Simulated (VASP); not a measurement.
# HgTe (Cmcm) in VASP: single point with PBEsol

Aim: the single point of HgTe with PBEsol.

Everything below comes from runs of VASP 6.6.1. Logs are shortened: lines on timing, memory, paths and dates and some standing lists are left out, and cuts for length are marked.

### 1 The cell of the first run

The structure is orthorhombic, space group Cmcm (No. 63). The conventional cell has a = 5.985 Å, b = 6.934 Å, c = 5.798 Å, α = 90.00°, β = 90.00°, γ = 90.00°. Within 4.0 Å of Hg (site symmetry m2m) lie 6 Te at 3.02 to 3.87 Å and 2 Hg at 3.63 Å. Te (site symmetry m2m) has 6 Hg at 3.02 to 3.87 Å within 4.0 Å.

### 2 Single point, PBEsol

INCAR reads:

```
SYSTEM = HgTe
PREC = Accurate
ENCUT = 520
EDIFF = 1E-6
ISMEAR = -1
SIGMA = 0.05
LREAL = .FALSE.
LASPH = .TRUE.
NELM = 80
ALGO = Normal
ISIF = 2
LWAVE = .FALSE.
LCHARG = .FALSE.
GGA = PS
NBANDS = 26
```

KPOINTS reads:

```
Automatic mesh
0
G
  4 4 4
  0 0 0
```

POSCAR reads:

```
HgTe
1.0
    2.9925180000     -3.4669290000      0.0000000000
    2.9925180000      3.4669290000      0.0000000000
    0.0000000000      0.0000000000      5.7981570000
Hg Te
2 2
Direct
    0.3430500000      0.6569500000      0.7500000000
    0.6569500000      0.3430500000      0.2500000000
    0.7848090000      0.2151910000      0.7500000000
    0.2151910000      0.7848090000      0.2500000000
```

Potentials or basis: VASP PAW PBE potentials, release 64 (Hg, Te).

The run is started by

```sh
$ cat potpaw_PBE.64/Hg/POTCAR potpaw_PBE.64/Te/POTCAR > POTCAR
$ mpirun -np 1 vasp_std > vasp.out
```

OUTCAR:

```text
SYSTEM = HgTe
   PREC = Accurate
   ENCUT = 520
   EDIFF = 1E-6
   ISMEAR = -1
   LREAL = .FALSE.
   LASPH = .TRUE.
   NELM = 80
   ISIF = 2
   GGA = PS

 ion  position               nearest neighbor table
   1  0.343  0.657  0.750-   3 3.02   3 3.02   4 3.03   4 3.03   3 3.06   2 3.63   2 3.63
   2  0.657  0.343  0.250-   4 3.02   4 3.02   3 3.03   3 3.03   4 3.06   1 3.63   1 3.63
   3  0.785  0.215  0.750-   1 3.02   1 3.02   2 3.03   2 3.03   1 3.06
   4  0.215  0.785  0.250-   2 3.02   2 3.02   1 3.03   1 3.03   2 3.06

  LATTYP: Found a base centered orthorhombic cell.
 ALAT       =     5.9850360000
 B/A-ratio  =     1.1585323798
 C/A-ratio  =     0.9687756264

  Lattice vectors:

 A1 = (   2.9925180000,  -3.4669290000,   0.0000000000)
 A2 = (   2.9925180000,   3.4669290000,   0.0000000000)
 A3 = (   0.0000000000,   0.0000000000,   5.7981570000)

Analysis of symmetry for initial positions (statically):
=====================================================================
 Subroutine PRICEL returns:
 Original cell was already a primitive cell.

 Routine SETGRP: Setting up the symmetry group for a
 base centered orthorhombic supercell.

 Subroutine GETGRP returns: Found  8 space group operations
 (whereof  4 operations were pure point group operations)
 out of a pool of  8 trial point group operations.

The static configuration has the point symmetry C_2h.
 The point group associated with its full space group is D_2h.

Analysis of symmetry for dynamics (positions and initial velocities):
=====================================================================
 Subroutine PRICEL returns:
 Original cell was already a primitive cell.

 Routine SETGRP: Setting up the symmetry group for a
 base centered orthorhombic supercell.

 Subroutine GETGRP returns: Found  8 space group operations
 (whereof  4 operations were pure point group operations)
 out of a pool of  8 trial point group operations.

The dynamic configuration has the point symmetry C_2h.
 The point group associated with its full space group is D_2h.

 Subroutine INISYM returns: Found  8 space group operations
 (whereof  4 operations are pure point group operations),
 and found     1 'primitive' translations

----------------------------------------------------------------------------------------

                                     Primitive cell

  volume of cell :     120.3100

  direct lattice vectors                    reciprocal lattice vectors
     2.992518000 -3.466929000  0.000000000     0.167083373 -0.144219856  0.000000000
     2.992518000  3.466929000  0.000000000     0.167083373  0.144219856  0.000000000
     0.000000000  0.000000000  5.798157000     0.000000000  0.000000000  0.172468596

  length of vectors
     4.579821030  4.579821030  5.798157000     0.220717512  0.220717512  0.172468596

  position of ions in fractional coordinates (direct lattice)
     0.343050000  0.656950000  0.750000000
     0.656950000  0.343050000  0.250000000
     0.784809000  0.215191000  0.750000000
     0.215191000  0.784809000  0.250000000

  ion indices of the primitive-cell ions
   primitive index   ion index
                 1           1
                 2           2
                 3           3
                 4           4

----------------------------------------------------------------------------------------

 KPOINTS: Automatic mesh

Automatic generation of k-mesh.
 Grid dimensions read from file:
 generate k-points for:    4    4    4

 Generating k-lattice:

  Cartesian coordinates                     Fractional coordinates (reciprocal lattice)
     0.041770843 -0.036054964  0.000000000     0.250000000 -0.000000000  0.000000000
     0.041770843  0.036054964  0.000000000    -0.000000000  0.250000000  0.000000000
     0.000000000  0.000000000  0.043117149     0.000000000  0.000000000  0.250000000

  Length of vectors
     0.055179378  0.055179378  0.043117149

  Shift w.r.t. Gamma in fractional coordinates (k-lattice)
     0.000000000  0.000000000  0.000000000

 Subroutine IBZKPT returns following result:
 ===========================================

 Found     21 irreducible k-points:

 Following reciprocal coordinates:
            Coordinates               Weight
  0.000000  0.000000  0.000000      1.000000
  0.250000  0.000000  0.000000      4.000000
  0.500000  0.000000  0.000000      2.000000
  0.250000  0.250000  0.000000      2.000000
  0.500000  0.250000  0.000000      4.000000
 -0.250000  0.250000  0.000000      2.000000
[... 13 lines left out ...]
 -0.250000  0.250000  0.500000      2.000000
  0.500000  0.500000  0.500000      1.000000
   k-points           NKPTS =     21   k-points in BZ     NKDIM =     21   number of bands    NBANDS=     26
   number of dos      NEDOS =    301   number of ions     NIONS =      4
   total plane-waves  NPLWV =  62208
   dimension x,y,z NGX =    36 NGY =   36 NGZ =   48
   dimension x,y,z NGXF=    72 NGYF=   72 NGZF=   96
   ions per type =               2   2
   NGX,Y,Z   is equivalent  to a cutoff of  13.07, 13.07, 13.76 a.u.
   NGXF,Y,Z  is equivalent  to a cutoff of  26.14, 26.14, 27.53 a.u.
 SYSTEM =  HgTe
   PREC   = accura    normal or accurate (medium, high low for compatibility)
   ISTART =      0    job   : 0-new  1-cont  2-samecut
   ICHARG =      2    charge: 1-file 2-atom 10-const
   ISPIN  =      1    spin polarized calculation?
   LNONCOLLINEAR =      F non collinear calculations
   LSORBIT =      F    spin-orbit coupling
   LASPH  =      T    aspherical Exc in radial PAW
   ENCUT  =  520.0 eV  38.22 Ry    6.18 a.u.   8.52  8.52 10.78*2*pi/ulx,y,z
   NELM   =     80;   NELMIN=  2; NELMDL= -5     # of ELM steps
   EDIFF  = 0.1E-05   stopping-criterion for ELM
   LREAL  =      F    real-space projection
   EDIFFG = 0.1E-04   stopping-criterion for IOM
   NSW    =      0    number of steps for IOM
   IBRION =     -1    ionic relax: 0-MD 1-quasi-New 2-CG
   NFREE  =      0    steps in history (QN), initial steepest desc. (CG)
   ISIF   =      2    stress and relaxation
   ISYM   =      2    0-nonsym 1-usesym 2-fastsym
   POTIM  = 0.5000    time-step for ionic-motion
   TEBEG  =    0.0;   TEEND  =   0.0 temperature during run
   PSTRESS=    0.0 pullay stress
   NELECT =      36.0000    total number of electrons
   NUPDOWN=      -1.0000    fix difference up-down
   EMIN   =  10.00;   EMAX   =-10.00  energy-range for DOS
   EFERMI =   0.00;   METHOD = LEGACY
   ISMEAR =    -1;   SIGMA  =   0.05  broadening in eV -4-tet -1-fermi 0-gaus
   EFERMI_NEDOS =   21; number of points for ismear=-14 and -15
   IALGO  =     38    algorithm
   IMIX   =      4    mixing-type and parameters
     AMIX     =   0.40;   BMIX     =  1.00
     AMIX_MAG =   1.60;   BMIX_MAG =  1.00
  volume/ion in A,a.u.               =      30.08       202.97
  Fermi-wavevector in a.u.,A,eV,Ry     =   1.094986  2.069223 16.313299  1.198994
  Thomas-Fermi vector in A             =   2.231301
   LORBIT       =      0    0 simple, 1 ext, 2 COOP (PROOUT), +10 PAW based schemes
   GGA     = PS    functional components
   LHFCALC =     F    Hartree Fock is set to
   AEXX    =    0.0000 exact exchange contribution
   IVDW    =     0    specifies the selected vdW correction
   LEPSILON=     F    determine dielectric tensor
   LRPA    =     F    only Hartree local field effects (RPA)
 non-spin polarized calculation
  energy-cutoff  :      520.00
  volume of cell :      120.31
 maximum number of plane-waves:      3256
 NGX is ok and might be reduce to    36
   NGX = 17   NGY = 17   NGZ = 21

 number of electron      36.0000001 magnetization

 Free energy of the ion-electron system (eV)
  ---------------------------------------------------
  ext. energy  EPLUGINS =         0.00000000
  ---------------------------------------------------
  free energy    TOTEN  =        -8.19214878 eV

  energy without entropy =       -8.17696597  energy(sigma->0) =       -8.18455737

 E-fermi :   3.7199     XC(G=0):  -9.7492

 val. band max:        3.6497409035   @ k =   0.2500   0.0000   0.2500
 cond. band min:       3.7586477055   @ k =   0.5000   0.2500   0.0000
 fundamental gap:      0.1089068019
 Fermi energy:         3.7199395150

 k-point     1 :       0.0000    0.0000    0.0000
  band No.  band energies     occupation
      1      -8.1217      2.00000
      2      -7.0110      2.00000
      3      -3.0825      2.00000
      4      -2.9896      2.00000
      5      -2.9605      2.00000
      6      -2.9101      2.00000
[... 18 lines left out ...]
     25      10.6244      0.00000
     26      10.9525      0.00000

 k-point     2 :       0.2500    0.0000    0.0000
  band No.  band energies     occupation
      1      -7.8440      2.00000
      2      -6.9924      2.00000
      3      -3.1875      2.00000
      4      -3.0750      2.00000
      5      -3.0102      2.00000
      6      -2.9123      2.00000
[... 18 lines left out ...]
     25      10.5071      0.00000
     26      10.6776      0.00000

 k-point     3 :       0.5000    0.0000    0.0000
  band No.  band energies     occupation
      1      -7.2977      2.00000
      2      -7.2215      2.00000
      3      -3.2675      2.00000
      4      -3.1513      2.00000
      5      -3.0564      2.00000
      6      -3.0375      2.00000
[... 18 lines left out ...]
     25       9.2026      0.00000
     26      10.2436      0.00000

 k-point     4 :       0.2500    0.2500    0.0000
  band No.  band energies     occupation
      1      -7.5228      2.00000
      2      -7.0328      2.00000
      3      -3.2424      2.00000
      4      -3.1601      2.00000
      5      -3.0707      2.00000
      6      -2.8658      2.00000
[... 18 lines left out ...]
     25       9.8480      0.00000
     26      11.2344      0.00000
[... 409 lines left out ...]
      1      -7.0937      2.00000
      2      -7.0937      2.00000
      3      -3.2335      2.00000
      4      -3.2335      2.00000
      5      -3.0280      2.00000
      6      -3.0280      2.00000
[... 18 lines left out ...]
     25      10.6396      0.00000
     26      10.6396      0.00000

 k-point    20 :      -0.2500    0.2500    0.5000
  band No.  band energies     occupation
      1      -7.2764      2.00000
      2      -7.2764      2.00000
      3      -3.2104      2.00000
      4      -3.2104      2.00000
      5      -2.9577      2.00000
      6      -2.9577      2.00000
[... 18 lines left out ...]
     25       9.9440      0.00000
     26       9.9440      0.00000

 k-point    21 :       0.5000    0.5000    0.5000
  band No.  band energies     occupation
      1      -7.1061      2.00000
      2      -7.1061      2.00000
      3      -3.2144      2.00000
      4      -3.2144      2.00000
      5      -2.8847      2.00000
      6      -2.8847      2.00000
[... 18 lines left out ...]
     25      10.8743      0.00000
     26      10.8743      0.00000

------------------------ aborting loop because EDIFF is reached ----------------------------------------

  FORCE on cell =-STRESS in cart. coord.  units (eV):
  Direction    XX          YY          ZZ          XY          YZ          ZX
  --------------------------------------------------------------------------------------
  -------------------------------------------------------------------------------------
  Total       -2.4408278     -1.7028433     -2.8420700      0.0000000     -0.0000000      0.0000000
  in kB      -32.5046908    -22.6768949    -37.8480639      0.0000000     -0.0000000      0.0000000
  external PRESSURE =     -31.0098832 kB  Pullay stress =       0.0000000 kB

 VOLUME and BASIS-vectors are now :
 -----------------------------------------------------------------------------
  energy-cutoff  :      520.00
  volume of cell :      120.31
      direct lattice vectors                 reciprocal lattice vectors
     2.992518000 -3.466929000  0.000000000     0.167083373 -0.144219856  0.000000000
     2.992518000  3.466929000  0.000000000     0.167083373  0.144219856  0.000000000
     0.000000000  0.000000000  5.798157000     0.000000000  0.000000000  0.172468596

 POSITION                                       TOTAL-FORCE (eV/Angst)
 -----------------------------------------------------------------------------------
      2.99252      1.08827      4.34862         0.000000     -0.015550      0.000000
      2.99252     -1.08827      1.44954         0.000000      0.015550     -0.000000
      2.99252     -1.97483      4.34862         0.000000      0.139417     -0.000000
      2.99252      1.97483      1.44954         0.000000     -0.139417      0.000000
 -----------------------------------------------------------------------------------
    total drift:                               -0.000000      0.000000     -0.000000

  FREE ENERGIE OF THE ION-ELECTRON SYSTEM (eV)
  ---------------------------------------------------
  free  energy   TOTEN  =        -8.1921487800 eV

  energy  without entropy=       -8.1769659689  energy(sigma->0) =       -8.18455737
```

Wall time 53 s (1 thread of Intel Xeon 8259CL, shared host); peak memory 0.26 GiB.

What came out:

```yaml
Free_energy: -8.1921 eV
Pressure: -3.1 GPa
Largest_force: 0.139 eV/Å
Band_gap_on_the_k_mesh: zero (bands 18 and 19 overlap by 2.07 eV)
```

Forces on the atoms (eV/Å):
```
Hg   0.000 -0.016  0.000
Hg   0.000  0.016  0.000
Te   0.000  0.139  0.000
Te   0.000 -0.139  0.000
```

Caveat: the cell stands under tension; the PAW data sets were made with another functional, which shifts forces and pressure a little; spin-orbit coupling is left out, which moves the levels of the heavy elements.

The gap in the log of VASP goes by the Fermi energy; the results here count the filled bands.